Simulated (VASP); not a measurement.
# Mn in VASP: single point with PBEsol

Aim: the single point of Mn with PBEsol.

Program: VASP 6.6.1. These are calculated values, not measurements. Logs are shortened: lines on timing, memory, paths and dates and some standing lists are left out, and cuts for length are marked.

### Step 1. The cell of the first run

The typed cell holds 2 atoms: a = 2.515 Å, b = 2.515 Å, c = 4.067 Å, α = 90.00°, β = 90.00°, γ = 120.00°.

This isn't the form of Mn at room conditions, which is a 58-atom cubic cell.

### Step 2. Single point, PBEsol, collinear spin, antiferromagnetic start (11.14 Å³/atom)

Contents of INCAR:

```
SYSTEM = Mn
  PREC = Accurate
  ENCUT = 500
  EDIFF = 1E-6
  ISMEAR = -1
  SIGMA = 0.05
  LREAL = .False.
  LASPH = .True.
  NELM = 200
  ALGO = Normal
  ISIF = 2
  LWAVE = .False.
  LCHARG = .True.
  ISPIN = 2
  MAGMOM = 3 -3
  LORBIT = 11
  LMAXMIX = 4
  GGA = PS
  LELF = .True.
  LVHAR = .True.
  NBANDS = 24
  GGA_COMPAT = .False.
```

Contents of KPOINTS:

```
Automatic mesh
0
Gamma
  17 17 9
  0 0 0
```

Contents of POSCAR:

```
Mn
1.0
   -1.3898511966      1.6907023939      1.2394962008
    1.6907023939     -1.3898511966      1.2394962008
    2.8345695181      2.8345695181     -0.6884866818
Mn
2
Direct
    0.0416737058      0.9583262942      0.0000000000
    0.7083262942      0.2916737058      0.5000000000
```

Potentials or basis: VASP PAW PBE potentials, release 64 (Mn_pv).

Command:

```console
$ cat potpaw_PBE.64/Mn_pv/POTCAR > POTCAR
$ mpirun -np 1 vasp_std > vasp.out
```

OUTCAR:

```text
SYSTEM = Mn
   PREC = Accurate
   ENCUT = 500
   EDIFF = 1E-6
   ISMEAR = -1
   LREAL = .False.
   LASPH = .True.
   NELM = 200
   ISIF = 2
   ISPIN = 2
   LORBIT = 11
   GGA = PS

 ion  position               nearest neighbor table
   1  0.042  0.958  0.000-   2 2.50   2 2.50   2 2.50   2 2.50   2 2.50   2 2.50
   2  0.708  0.292  0.500-   1 2.50   1 2.50   1 2.50   1 2.50   1 2.50   1 2.50

  LATTYP: Found a base centered monoclinic cell.
 ALAT       =     2.5152387984
 B/A-ratio  =     1.7320664225
 C/A-ratio  =     1.6170950911
 COS(beta)  =    -0.0001159273

  Lattice vectors:

 A1 = (  -1.3898511966,   1.6907023939,   1.2394962008)
 A2 = (   1.6907023939,  -1.3898511966,   1.2394962008)
 A3 = (   2.8345695181,   2.8345695181,  -0.6884866818)

Analysis of symmetry for initial positions (statically):
=====================================================================
 Subroutine PRICEL returns:
 Original cell was already a primitive cell.

 Routine SETGRP: Setting up the symmetry group for a
 base centered monoclinic supercell.

 Subroutine GETGRP returns: Found  4 space group operations
 (whereof  2 operations were pure point group operations)
 out of a pool of  4 trial point group operations.

The static configuration has the point symmetry C_2 .
 The point group associated with its full space group is C_2h.

Analysis of symmetry for dynamics (positions and initial velocities):
=====================================================================
 Subroutine PRICEL returns:
 Original cell was already a primitive cell.

 Routine SETGRP: Setting up the symmetry group for a
 base centered monoclinic supercell.

 Subroutine GETGRP returns: Found  4 space group operations
 (whereof  2 operations were pure point group operations)
 out of a pool of  4 trial point group operations.

The dynamic configuration has the point symmetry C_2 .
 The point group associated with its full space group is C_2h.

Analysis of structural, dynamic, and magnetic symmetry:
=====================================================================
 Subroutine PRICEL returns:
 Original cell was already a primitive cell.

 Routine SETGRP: Setting up the symmetry group for a
 base centered monoclinic supercell.

 Subroutine GETGRP returns: Found  4 space group operations
 (whereof  2 operations were pure point group operations)
 out of a pool of  4 trial point group operations.

The overall configuration has the point symmetry C_2 .
 The point group associated with its full space group is C_2h.

 Subroutine INISYM returns: Found  4 space group operations
 (whereof  2 operations are pure point group operations),
 and found     1 'primitive' translations

[... 119 lines left out ...]
   GGA     = PS    functional components
   LHFCALC =     F    Hartree Fock is set to
   AEXX    =    0.0000 exact exchange contribution
   IVDW    =     0    specifies the selected vdW correction
   LEPSILON=     F    determine dielectric tensor
   LRPA    =     F    only Hartree local field effects (RPA)
 spin polarized calculation
  energy-cutoff  :      500.00
  volume of cell :       22.28
 maximum number of plane-waves:       582
   NGX =  9   NGY =  9   NGZ = 15

 number of electron      26.0000019 magnetization      -0.0000000

 number of electron      26.0000019 magnetization       0.0000000

 Free energy of the ion-electron system (eV)
  ---------------------------------------------------
  ext. energy  EPLUGINS =         0.00000000
  ---------------------------------------------------
  free energy    TOTEN  =       -19.32159838 eV

  energy without entropy =      -19.30182425  energy(sigma->0) =      -19.31171131

 E-fermi :   9.7027     XC(G=0): -13.9629

 val. band max:        9.7022453087   @ k =  -0.1765   0.2941   0.4444
 cond. band min:       9.7075311891   @ k =   0.2353   0.0000   0.3333
 fundamental gap:      0.0052858804
 Fermi energy:         9.7027142647

 spin component 1

 k-point     1 :       0.0000    0.0000    0.0000
  band No.  band energies     occupation
      1     -38.4756      1.00000
      2     -37.9931      1.00000
      3     -37.9930      1.00000
      4     -37.4636      1.00000
      5     -37.3994      1.00000
      6     -37.3994      1.00000
[... 637 lines left out ...]
     23      33.5894      0.00000
     24      34.5446      0.00000

 [... further k-points ...]

 spin component 2

 k-point     1 :       0.0000    0.0000    0.0000
  band No.  band energies     occupation
      1     -38.4756      1.00000
      2     -37.9931      1.00000
      3     -37.9930      1.00000
      4     -37.4636      1.00000
      5     -37.3994      1.00000
      6     -37.3994      1.00000
[... 637 lines left out ...]
     23      33.5894      0.00000
     24      34.5446      0.00000

 [... further k-points ...]

------------------------ aborting loop because EDIFF is reached ----------------------------------------

  FORCE on cell =-STRESS in cart. coord.  units (eV):
  Direction    XX          YY          ZZ          XY          YZ          ZX
  --------------------------------------------------------------------------------------
  -------------------------------------------------------------------------------------
  Total       -2.5562697     -2.5562697     -2.5843779      0.0308692     -0.0062828     -0.0062828
  in kB     -183.7847558   -183.7847558   -185.8056116      2.2193633     -0.4517074     -0.4517064
  external PRESSURE =    -184.4583744 kB  Pullay stress =       0.0000000 kB

 VOLUME and BASIS-vectors are now :
 -----------------------------------------------------------------------------
  energy-cutoff  :      500.00
  volume of cell :       22.28
      direct lattice vectors                 reciprocal lattice vectors
    -1.389851197  1.690702394  1.239496201    -0.114721685  0.209895294  0.391839404
     1.690702394 -1.389851197  1.239496201     0.209895294 -0.114721685  0.391839404
     2.834569518  2.834569518 -0.688486682     0.171342932  0.171342932 -0.041588450

 POSITION                                       TOTAL-FORCE (eV/Angst)
 -----------------------------------------------------------------------------------
      1.56232     -1.26147      1.23950         0.000101     -0.000101      0.000000
      0.92595      2.20947      0.89525        -0.000101      0.000101     -0.000000
 -----------------------------------------------------------------------------------
    total drift:                               -0.000000     -0.000000      0.000000

  FREE ENERGIE OF THE ION-ELECTRON SYSTEM (eV)
  ---------------------------------------------------
  free  energy   TOTEN  =       -19.3215983825 eV

  energy  without entropy=      -19.3018242459  energy(sigma->0) =      -19.31171131

 total charge

# of ion       s       p       d       tot
------------------------------------------
    1        0.415   6.380   5.127  11.922
    2        0.415   6.380   5.127  11.922
--------------------------------------------------
tot          0.831  12.759  10.253  23.843

 magnetization (x)

# of ion       s       p       d       tot
------------------------------------------
    1        0.004   0.010   0.591   0.605
    2       -0.004  -0.010  -0.591  -0.605
--------------------------------------------------
tot          0.000   0.000   0.000   0.000
```

Run time: 19 min. Hardware: 1 thread of Intel Xeon 8259CL, shared host; peak memory 0.52 GiB.

Results:

```yaml
Free_energy: -19.3216 eV
Pressure: -18.4 GPa
Band_gap_on_the_k_mesh: zero (filled and empty bands overlap)
Net_moment: 0.00 μB per cell
Site_moments: Mn +0.60, -0.60 μB
Valence_electrons_inside_the_program's_atomic_spheres: Mn 11.92
```

Stress tensor (GPa, compression positive):
```
-18.38   0.22  -0.05
  0.22 -18.38  -0.05
 -0.05  -0.05 -18.58
```

Levels at points of the mesh, in eV from the Fermi level:
Spin up:
| k point | band 9 | band 10 | band 11 | band 12 | band 13 | band 14 | band 15 | band 16 | band 17 | band 18 |
| --- | --- | --- | --- | --- | --- | --- | --- | --- | --- | --- |
| (0.00, 0.00, 0.00) | -0.98 | -0.98 | -0.87 | -0.33 | -0.33 | -0.01 | -0.01 | 0.69 | 1.65 | 1.65 |
Spin down:
| k point | band 9 | band 10 | band 11 | band 12 | band 13 | band 14 | band 15 | band 16 | band 17 | band 18 |
| --- | --- | --- | --- | --- | --- | --- | --- | --- | --- | --- |
| (0.00, 0.00, 0.00) | -0.98 | -0.98 | -0.87 | -0.33 | -0.33 | -0.01 | -0.01 | 0.69 | 1.65 | 1.65 |

Caveat: the cell stands under tension; the PAW data sets were made with another functional, which shifts forces and pressure a little.
